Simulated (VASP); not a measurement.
Set up this calculation in VASP 6.6.1, as the native input.

```yaml
Task: single point
Functional: PBEsol
Potentials_or_basis: VASP PAW PBE potentials, release 64 (B, As)
Cutoff: 520 eV
k_mesh: 6 × 6 × 2
Occupations: gaussian, width 0.01 eV
Spin: no spin polarisation
Dipole_correction: no
Further_INCAR_settings: ALGO = Normal; EDIFF = 1e-06; NBANDS = 16
```

The structure of BAs lies in POSCAR:

```
BAs
1.0
    3.3658576581      0.0000000000      0.0000000000
   -1.6829288290      2.9149182375      0.0000000000
    0.0000000000      0.0000000000      8.7445942720
B As
2 2
Direct
    0.3333333333      0.6666666667      0.2500000000
    0.6666666667      0.3333333333      0.7500000000
    0.6666666667      0.3333333333      0.2500000000
    0.3333333333      0.6666666667      0.7500000000
```

One way to write it, as run:

INCAR

```
SYSTEM = BAs
PREC = Accurate
ENCUT = 520
EDIFF = 1E-6
ISMEAR = 0
SIGMA = 0.01
LREAL = .False.
LASPH = .True.
NELM = 80
ALGO = Normal
ISIF = 2
LWAVE = .False.
LCHARG = .False.
GGA = PS
NBANDS = 16
```

KPOINTS

```
regular mesh
0
Gamma
  6 6 2
  0 0 0
```

Potentials or basis: VASP PAW PBE potentials, release 64 (B, As).

Launch:

```console
$ cat potpaw_PBE.64/B/POTCAR potpaw_PBE.64/As/POTCAR > POTCAR
$ mpirun -np 1 vasp_std > vasp.out
```

It gave:

| Quantity | Value |
| --- | --- |
| Pressure | 0.3 GPa |
| Band gap on the k mesh | 0.71 eV, direct |

Caveat: the PAW data sets were made with another functional, which shifts forces and pressure a little; this functional lacks dispersion, which binds the layers, so the pressure and a relaxed spacing across them are unreliable.

Run time: 18 s on 1 thread of Intel Xeon 6975P-C, on a shared host, peak memory 0.22 GiB.
